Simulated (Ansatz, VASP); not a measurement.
## GaN: VASP beside Ansatz

```
Ga N
1.0
     0.00000    2.23838    2.23838
     2.23838    0.00000    2.23838
     2.23838    2.23838    0.00000
Ga N
1 1
Direct
  0.00000 0.00000 0.00000
  0.25000 0.25000 0.25000
```

Alike in both runs: task single point; functional PBE; dispersion D3(BJ); k mesh 10 × 10 × 10; occupations fermi-dirac, width 0.05 eV; no spin polarisation.

|  | VASP | Ansatz |
| --- | --- | --- |
| version | VASP 6.6.1 | Ansatz 0.2.0 |
| potentials or method | VASP PAW PBE potentials, release 64 (Ga_d, N) | Ansatz PAW |
| plane-wave cutoff (eV) | 520 | 420 |
| valence electrons in the cell | 18 | 18 |

Ansatz gave:

- gap on the k mesh at the Fermi level (eV): 1.84
- least direct gap on the mesh (eV): 1.84
- pressure (GPa): 5.3

Task: What did VASP give for the same quantities?

Result: gap on the k mesh at the Fermi level (eV): 1.85; least direct gap on the mesh (eV): 1.85; pressure (GPa): 5.3.
